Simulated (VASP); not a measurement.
# Ga3Se (P4/mmm) in VASP: notebook, part 2 of 2

VASP 6.6.1. Earlier steps stand in the parts before.

## 4. Relaxation of cell and atoms, PBE

This run uses another cell than the first one, of 21.50 Å³/atom.

INCAR reads:

```
PREC = Accurate
ENCUT = 600
EDIFF = 1E-6
ISMEAR = 0
SIGMA = 0.1
LREAL = False
LASPH = True
NELM = 60
ALGO = Normal
ISIF = 3
LWAVE = False
LCHARG = False
GGA = PE
IBRION = 2
NSW = 90
EDIFFG = -0.04
```

KPOINTS reads:

```
regular mesh
0
Gamma
  4 4 4
```

POSCAR reads:

```
Ga3Se
1.0
    3.9085140800      0.0000000000      0.0000000000
    0.0000000000      3.9085140800      0.0000000000
    0.0000000000      0.0000000000      5.6306242800
Ga Se
3 1
Direct
    0.0000000000      0.5000000000      0.5000000000
    0.5000000000      0.0000000000      0.5000000000
    0.5000000000      0.5000000000      0.0000000000
    0.0000000000      0.0000000000      0.0000000000
```

Potentials or basis: VASP PAW PBE potentials, release 64 (Ga_d, Se).

Command:

```console
cat potpaw_PBE.64/Ga_d/POTCAR potpaw_PBE.64/Se/POTCAR > POTCAR
mpirun -np 1 vasp_std > vasp.out
```

OUTCAR:

```text
PREC = Accurate
   ENCUT = 600
   EDIFF = 1E-6
   ISMEAR = 0
   LREAL = False
   LASPH = True
   NELM = 60
   ISIF = 3
   GGA = PE
   IBRION = 2
   NSW = 90
   EDIFFG = -0.04

 ion  position               nearest neighbor table
   1  0.000  0.500  0.500-   2 2.76   2 2.76   2 2.76   2 2.76
   2  0.500  0.000  0.500-   1 2.76   1 2.76   1 2.76   1 2.76
   3  0.500  0.500  0.000-   4 2.76   4 2.76   4 2.76   4 2.76
   4  0.000  0.000  0.000-   3 2.76   3 2.76   3 2.76   3 2.76

  LATTYP: Found a simple tetragonal cell.
 ALAT       =     3.9085140800
 C/A-ratio  =     1.4406048347

  Lattice vectors:

 A1 = (   3.9085140800,   0.0000000000,   0.0000000000)
 A2 = (   0.0000000000,   3.9085140800,   0.0000000000)
 A3 = (   0.0000000000,   0.0000000000,   5.6306242800)

Analysis of symmetry for initial positions (statically):
=====================================================================
 Subroutine PRICEL returns:
 Original cell was already a primitive cell.

 Routine SETGRP: Setting up the symmetry group for a
 simple tetragonal supercell.

 Subroutine GETGRP returns: Found 16 space group operations
 (whereof 16 operations were pure point group operations)
 out of a pool of 16 trial point group operations.

The static configuration has the point symmetry D_4h.

Analysis of symmetry for dynamics (positions and initial velocities):
=====================================================================
 Subroutine PRICEL returns:
 Original cell was already a primitive cell.

 Routine SETGRP: Setting up the symmetry group for a
 simple tetragonal supercell.

 Subroutine GETGRP returns: Found 16 space group operations
 (whereof 16 operations were pure point group operations)
 out of a pool of 16 trial point group operations.

The dynamic configuration has the point symmetry D_4h.

 Subroutine INISYM returns: Found 16 space group operations
[... 116 lines left out ...]
  Fermi-wavevector in a.u.,A,eV,Ry     =   1.319124  2.492783 23.675345  1.740089
  Thomas-Fermi vector in A             =   2.449045
   LORBIT       =      0    0 simple, 1 ext, 2 COOP (PROOUT), +10 PAW based schemes
   GGA     = PE    functional components
   LHFCALC =     F    Hartree Fock is set to
   AEXX    =    0.0000 exact exchange contribution
   IVDW    =     0    specifies the selected vdW correction
   LEPSILON=     F    determine dielectric tensor
   LRPA    =     F    only Hartree local field effects (RPA)
 conjugate gradient relaxation of ions
 non-spin polarized calculation
 Gauss-broadening in eV      SIGMA  =   0.10
  energy-cutoff  :      600.00
  volume of cell :       86.02
 maximum number of plane-waves:      2892
 NGX is ok and might be reduce to    32
   NGX = 15   NGY = 15   NGZ = 23

--------------------------------------- Ionic step        1  -------------------------------------------

 number of electron      44.9999974 magnetization

 Free energy of the ion-electron system (eV)
  ---------------------------------------------------
  ext. energy  EPLUGINS =         0.00000000
  ---------------------------------------------------
  free energy    TOTEN  =       -12.22254459 eV

  energy without entropy =      -12.20034964  energy(sigma->0) =      -12.21144711

------------------------ aborting loop because EDIFF is reached ----------------------------------------

  FORCE on cell =-STRESS in cart. coord.  units (eV):
  Direction    XX          YY          ZZ          XY          YZ          ZX
  --------------------------------------------------------------------------------------
  -------------------------------------------------------------------------------------
  Total        1.3347021      1.3347021     -1.6668100      0.0000000      0.0000000      0.0000000
  in kB       24.8607959     24.8607959    -31.0467954      0.0000000      0.0000000      0.0000000
  external PRESSURE =       6.2249322 kB  Pullay stress =       0.0000000 kB
[... 101 lines left out ...]
--------------------------------------- Ionic step        4  -------------------------------------------

 number of electron      45.0000026 magnetization

 E-fermi :   4.3775     XC(G=0): -10.1771

 val. band max:        4.3013686628   @ k =   0.2500   0.2500   0.5000
 cond. band min:       4.4722253507   @ k =   0.5000   0.2500   0.2500
 fundamental gap:      0.1708566879
 Fermi energy:         4.3774936797

 k-point     1 :       0.0000    0.0000    0.0000
  band No.  band energies     occupation
      1     -10.7897      2.00000
      2     -10.7201      2.00000
      3     -10.7002      2.00000
      4     -10.6498      2.00000
      5     -10.6498      2.00000
      6     -10.5453      2.00000
[... 642 lines left out ...]
--------------------------------------- Ionic step        7  -------------------------------------------

 number of electron      45.0000043 magnetization

 Free energy of the ion-electron system (eV)
  ---------------------------------------------------
  ext. energy  EPLUGINS =         0.00000000
  ---------------------------------------------------
  free energy    TOTEN  =       -12.35179113 eV

  energy without entropy =      -12.33837642  energy(sigma->0) =      -12.34508378

 E-fermi :   4.8021     XC(G=0): -10.3705

 val. band max:        4.7943249614   @ k =   0.2500   0.2500   0.5000
 cond. band min:       4.8153794172   @ k =   0.0000   0.0000   0.5000
 fundamental gap:      0.0210544558
 Fermi energy:         4.8020946493

 k-point     1 :       0.0000    0.0000    0.0000
  band No.  band energies     occupation
      1     -10.3988      2.00000
      2     -10.3277      2.00000
      3     -10.3193      2.00000
      4     -10.2592      2.00000
      5     -10.2592      2.00000
      6     -10.1496      2.00000
[... 560 lines left out ...]
  FREE ENERGIE OF THE ION-ELECTRON SYSTEM (eV)
  ---------------------------------------------------
  free  energy   TOTEN  =       -12.3517911311 eV

  energy  without entropy=      -12.3383764223  energy(sigma->0) =      -12.34508378

 reached required accuracy - stopping structural energy minimisation
```

CONTCAR:

```text
Ga3Se
   1.00000000000000
     4.0509515958264188    0.0000000000000000    0.0000000000000000
     0.0000000000000000    4.0509515958264188    0.0000000000000000
     0.0000000000000000    0.0000000000000000    5.1820578645133901
  Ga              Se
     3     1
Direct
     0.0000000000000000    0.5000000000000000    0.5000000000000000
     0.5000000000000000    0.0000000000000000    0.5000000000000000
     0.5000000000000000    0.5000000000000000    0.0000000000000000
     0.0000000000000000    0.0000000000000000    0.0000000000000000

  0.00000000E+00  0.00000000E+00  0.00000000E+00
  0.00000000E+00  0.00000000E+00  0.00000000E+00
  0.00000000E+00  0.00000000E+00  0.00000000E+00
  0.00000000E+00  0.00000000E+00  0.00000000E+00
```

Run time: 4.5 min. Hardware: 1 thread of Intel Xeon 8259CL, shared host; peak memory 0.24 GiB.

Results:

```yaml
Free_energy: -12.3518 eV
Relaxed_volume: 21.26 Å³/atom
Relaxed_cell: a = 4.051 Å, b = 4.051 Å, c = 5.182 Å, α = 90.00°, β = 90.00°, γ = 90.00°
Space_group_after_relaxing_to_0.1_Å: P4/mmm (No. 123)
Energy_gained_by_relaxing: 32.3 meV/atom
Ionic_steps: 7
Pressure_after_relaxing: 0.1 GPa
Band_gap_on_the_k_mesh: zero (an odd number of electrons rules out a gap without spin polarisation)
```

Stress tensor (GPa, compression positive):
```
 0.16  0.00  0.00
 0.00  0.16  0.00
 0.00  0.00 -0.15
```

The path:
```csv
step,energy change (eV),largest force (eV/Å),pressure (GPa),volume (Å³)
1,0.0000,0.0000,0.62,86.02
2,-0.0662,0.0000,-0.20,87.02
3,-0.1099,0.0000,-1.20,88.25
4,-0.1117,0.0000,-1.32,88.48
5,-0.1283,0.0000,-0.27,85.78
6,-0.1292,0.0000,0.27,84.77
7,-0.1292,0.0000,0.05,85.04
```

Final structure:
```
Ga Se
1.0
     4.05095    0.00000    0.00000
     0.00000    4.05095    0.00000
     0.00000    0.00000    5.18206
Ga Se
3 1
Direct
  0.00000 0.50000 0.50000
  0.50000 0.00000 0.50000
  0.50000 0.50000 0.00000
  0.00000 0.00000 0.00000
```

Caveat: the k points lie up to 0.39 Å⁻¹ apart in the final cell, too coarse for converged energies and pressures of a metal.

## 5. The runs side by side

```csv
task,cell,cutoff (eV),gap on the mesh (eV),pressure (GPa)
single point,"a = 4.100, b = 4.100, c = 5.035 Å, 4 atoms",520,none,0.1
single point,"a = 3.909, b = 3.909, c = 5.631 Å, 4 atoms",520,none,0.6
relaxation of cell and atoms,"relaxed from a = 3.909, b = 3.909, c = 5.631 Å, 4 atoms",600,none,0.1
```

Alike in all rows: level PBE; potentials or basis VASP PAW PBE potentials, release 64 (Ga_d, Se); no spin polarisation; k mesh 4 × 4 × 4; smearing gaussian 0.1 eV.

Caveats: all runs use coarse meshes.

Total energies depend on the potentials used, so only differences within one code and one set of settings carry meaning.

The gap in the log of VASP goes by the Fermi energy; the results here count the filled bands.